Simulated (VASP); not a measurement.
# Al (Fm-3m) in VASP: a series of runs

Runs on Al. Level: PBEsol. Tasks: single point, relaxation of cell and atoms.

Everything below comes from runs of VASP 6.6.1. Logs are shortened: lines on timing, memory, paths and dates and some standing lists are left out, and cuts for length are marked.

**1. The cell of the first run**

Symmetry: Fm-3m, No. 225, cubic system. Conventional cell: a = 4.022 Å, b = 4.022 Å, c = 4.022 Å, α = 90.00°, β = 90.00°, γ = 90.00°. Al (site symmetry m-3m) has 12 Al at 2.84 Å within 3.7 Å.

**2. Single point, PBEsol**

Contents of INCAR:

```
PREC = Accurate ; ENCUT = 520
EDIFF = 1E-6 ; ISMEAR = -1
SIGMA = 0.02 ; LREAL = F
LASPH = T ; NELM = 60
ALGO = Normal ; ISIF = 2
LWAVE = F ; LCHARG = F
GGA = PS ; NBANDS = 8
```

Contents of KPOINTS:

```
regular mesh
0
Gamma
  9 9 9
```

Contents of POSCAR:

```
Al
1.0
    0.0000000000      2.0110621822      2.0110621822
    2.0110621822      0.0000000000      2.0110621822
    2.0110621822      2.0110621822      0.0000000000
Al
1
Direct
    0.0000000000      0.0000000000      0.0000000000
```

Potentials or basis: VASP PAW PBE potentials, release 64 (Al).

On the command line:

```sh
$ cat potpaw_PBE.64/Al/POTCAR > POTCAR
$ mpirun -np 1 vasp_std > vasp.out
```

OUTCAR:

```text
PREC = Accurate
   ENCUT = 520
   EDIFF = 1E-6
   ISMEAR = -1
   LREAL = F
   LASPH = T
   NELM = 60
   ISIF = 2
   GGA = PS

 ion  position               nearest neighbor table
   1  0.000  0.000  0.000-

  LATTYP: Found a face centered cubic cell.
 ALAT       =     4.0221243644

  Lattice vectors:

 A1 = (   0.0000000000,   2.0110621822,   2.0110621822)
 A2 = (   2.0110621822,   0.0000000000,   2.0110621822)
 A3 = (   2.0110621822,   2.0110621822,   0.0000000000)

Analysis of symmetry for initial positions (statically):
=====================================================================
 Subroutine PRICEL returns:
 Original cell was already a primitive cell.

 Routine SETGRP: Setting up the symmetry group for a
 face centered cubic supercell.

 Subroutine GETGRP returns: Found 48 space group operations
 (whereof 48 operations were pure point group operations)
 out of a pool of 48 trial point group operations.

The static configuration has the point symmetry O_h .

Analysis of symmetry for dynamics (positions and initial velocities):
=====================================================================
 Subroutine PRICEL returns:
 Original cell was already a primitive cell.

 Routine SETGRP: Setting up the symmetry group for a
 face centered cubic supercell.

 Subroutine GETGRP returns: Found 48 space group operations
 (whereof 48 operations were pure point group operations)
 out of a pool of 48 trial point group operations.

The dynamic configuration has the point symmetry O_h .

 Subroutine INISYM returns: Found 48 space group operations
 (whereof 48 operations are pure point group operations),
 and found     1 'primitive' translations

----------------------------------------------------------------------------------------

                                     Primitive cell

  volume of cell :      16.2670

  direct lattice vectors                    reciprocal lattice vectors
     0.000000000  2.011062182  2.011062182    -0.248624833  0.248624833  0.248624833
     2.011062182  0.000000000  2.011062182     0.248624833 -0.248624833  0.248624833
     2.011062182  2.011062182  0.000000000     0.248624833  0.248624833 -0.248624833

  length of vectors
     2.844071413  2.844071413  2.844071413     0.430630843  0.430630843  0.430630843
[... 77 lines left out ...]
   ENCUT  =  520.0 eV  38.22 Ry    6.18 a.u.   5.29  5.29  5.29*2*pi/ulx,y,z
   NELM   =     60;   NELMIN=  2; NELMDL= -5     # of ELM steps
   EDIFF  = 0.1E-05   stopping-criterion for ELM
   LREAL  =      F    real-space projection
   EDIFFG = 0.1E-04   stopping-criterion for IOM
   NSW    =      0    number of steps for IOM
   IBRION =     -1    ionic relax: 0-MD 1-quasi-New 2-CG
   NFREE  =      0    steps in history (QN), initial steepest desc. (CG)
   ISIF   =      2    stress and relaxation
   ISYM   =      2    0-nonsym 1-usesym 2-fastsym
   POTIM  = 0.5000    time-step for ionic-motion
   TEBEG  =    0.0;   TEEND  =   0.0 temperature during run
   PSTRESS=    0.0 pullay stress
   NELECT =       3.0000    total number of electrons
   NUPDOWN=      -1.0000    fix difference up-down
   EMIN   =  10.00;   EMAX   =-10.00  energy-range for DOS
   EFERMI =   0.00;   METHOD = LEGACY
   ISMEAR =    -1;   SIGMA  =   0.02  broadening in eV -4-tet -1-fermi 0-gaus
   EFERMI_NEDOS =   21; number of points for ismear=-14 and -15
   IALGO  =     38    algorithm
   IMIX   =      4    mixing-type and parameters
     AMIX     =   0.40;   BMIX     =  1.00
     AMIX_MAG =   1.60;   BMIX_MAG =  1.00
  volume/ion in A,a.u.               =      16.27       109.77
  Fermi-wavevector in a.u.,A,eV,Ry     =   0.931851  1.760943 11.814565  0.868346
  Thomas-Fermi vector in A             =   2.058387
   LORBIT       =      0    0 simple, 1 ext, 2 COOP (PROOUT), +10 PAW based schemes
   GGA     = PS    functional components
   LHFCALC =     F    Hartree Fock is set to
   AEXX    =    0.0000 exact exchange contribution
   IVDW    =     0    specifies the selected vdW correction
   LEPSILON=     F    determine dielectric tensor
   LRPA    =     F    only Hartree local field effects (RPA)
 non-spin polarized calculation
  energy-cutoff  :      520.00
  volume of cell :       16.27
 maximum number of plane-waves:       452
 NGX is ok and might be reduce to    24
   NGX = 11   NGY = 11   NGZ = 11

 number of electron       3.0000000 magnetization

 Free energy of the ion-electron system (eV)
  ---------------------------------------------------
  ext. energy  EPLUGINS =         0.00000000
  ---------------------------------------------------
  free energy    TOTEN  =        -4.06105435 eV

  energy without entropy =       -4.05943091  energy(sigma->0) =       -4.06024263

 E-fermi :   8.0833     XC(G=0): -10.3082

 val. band max:        7.9603496485   @ k =   0.4444   0.4444   0.0000
 cond. band min:       8.0999826362   @ k =  -0.4444   0.3333   0.1111
 fundamental gap:      0.1396329877
 Fermi energy:         8.0832757580

 k-point     1 :       0.0000    0.0000    0.0000
  band No.  band energies     occupation
      1      -3.1290      2.00000
      2      20.7737      0.00000
      3      20.7737      0.00000
      4      20.7737      0.00000
      5      22.3735      0.00000
      6      22.3735      0.00000
      7      22.3735      0.00000
      8      24.6883      0.00000
[... 243 lines left out ...]
 k-point    24 :       0.4444    0.4444    0.0000
  band No.  band energies     occupation
      1       3.8680      2.00000
      2       7.9603      1.99573
      3      13.4673      0.00000
      4      13.8484      0.00000
      5      13.8484      0.00000
      6      17.3906      0.00000
      7      33.2273      0.00000
      8      34.8127      0.00000

 [... further k-points ...]

------------------------ aborting loop because EDIFF is reached ----------------------------------------

  FORCE on cell =-STRESS in cart. coord.  units (eV):
  Direction    XX          YY          ZZ          XY          YZ          ZX
  --------------------------------------------------------------------------------------
  -------------------------------------------------------------------------------------
  Total        0.0061836      0.0061836      0.0061836      0.0000000      0.0000000     -0.0000000
  in kB        0.6090387      0.6090387      0.6090387      0.0000000      0.0000000     -0.0000000
  external PRESSURE =       0.6090387 kB  Pullay stress =       0.0000000 kB

 VOLUME and BASIS-vectors are now :
 -----------------------------------------------------------------------------
  energy-cutoff  :      520.00
  volume of cell :       16.27
      direct lattice vectors                 reciprocal lattice vectors
     0.000000000  2.011062182  2.011062182    -0.248624833  0.248624833  0.248624833
     2.011062182  0.000000000  2.011062182     0.248624833 -0.248624833  0.248624833
     2.011062182  2.011062182  0.000000000     0.248624833  0.248624833 -0.248624833

 POSITION                                       TOTAL-FORCE (eV/Angst)
 -----------------------------------------------------------------------------------
      0.00000      0.00000      0.00000         0.000000      0.000000      0.000000
 -----------------------------------------------------------------------------------
    total drift:                                0.000000     -0.000000     -0.000000

  FREE ENERGIE OF THE ION-ELECTRON SYSTEM (eV)
  ---------------------------------------------------
  free  energy   TOTEN  =        -4.0610543549 eV

  energy  without entropy=       -4.0594309099  energy(sigma->0) =       -4.06024263
```

It took 2.1 s on 1 thread of Intel Xeon Platinum 8559C (Emerald Rapids), shared host; peak memory 0.13 GiB.

What came out:

```yaml
Free_energy: -4.0611 eV
Pressure: 0.1 GPa
```

Caveat: the PAW data sets were made with another functional, which shifts forces and pressure a little.

**3. Relaxation of cell and atoms, PBEsol**

This run uses another cell than the first one, of 16.60 Å³/atom, 1.021 times its volume.

Contents of INCAR:

```
PREC     = Accurate       # precision mode
ENCUT    = 600            # plane-wave cutoff, eV
EDIFF    = 1E-6           # SCF threshold, eV
ISMEAR   = -1             # smearing method
SIGMA    = 0.02           # smearing width, eV
LREAL    = F              # projectors in reciprocal space
LASPH    = T              # aspherical terms in the spheres
NELM     = 60             # most SCF steps
ALGO     = Normal         # electronic algorithm
ISIF     = 3              # what is computed and relaxed
LWAVE    = F              # write WAVECAR
LCHARG   = F              # write CHGCAR
GGA      = PS             # functional
IBRION   = 2              # ionic algorithm
NSW      = 80             # ionic steps
EDIFFG   = -0.01          # ionic threshold
```

KPOINTS is that of step 2.

Contents of POSCAR:

```
Al
1.0
    0.0000000000      2.0248100000      2.0248100000
    2.0248100000      0.0000000000      2.0248100000
    2.0248100000      2.0248100000      0.0000000000
Al
1
Direct
    0.0000000000      0.0000000000      0.0000000000
```

Potentials or basis: VASP PAW PBE potentials, release 64 (Al).

On the command line:

```sh
$ cat potpaw_PBE.64/Al/POTCAR > POTCAR
$ mpirun -np 1 vasp_std > vasp.out
```

It took 2.9 s on 1 thread of Intel Xeon Platinum 8559C (Emerald Rapids), shared host; peak memory 0.13 GiB.

The run converged. Its results:

```
Free energy                            : -4.0611 eV
Relaxed volume                         : 16.28 Å³/atom
Relaxed cell                           : a = 2.845 Å, b = 2.845 Å, c = 2.845 Å, α = 60.00°, β = 60.00°, γ = 60.00°
Space group after relaxing (to 0.05 Å) : Fm-3m (No. 225)
Energy gained by relaxing              : 1.6 meV/atom
Ionic steps                            : 3
Pressure after relaxing                : 0.0 GPa
```

The path:
```tsv
step	energy change (eV)	largest force (eV/Å)	pressure (GPa)	volume (Å³)
1	0.0000	0.0000	-1.59	16.60
2	-0.0016	0.0000	0.37	16.21
3	-0.0016	0.0000	0.00	16.28
```

Final structure:
```yaml
crystal:
  lattice:
    - [0.00000, 2.01154, 2.01154]
    - [2.01154, 0.00000, 2.01154]
    - [2.01154, 2.01154, 0.00000]
  atoms:
    - { symbol: Al, position: [0.00000, 0.00000, 0.00000] }
```

Levels at points of the mesh, in eV from the Fermi level:
```csv
k point,band 1,band 2,band 3,band 4,band 5
"(0.00, 0.00, 0.00)",-11.21,12.69,12.69,12.69,14.28
```

Caveat: the PAW data sets were made with another functional, which shifts forces and pressure a little.
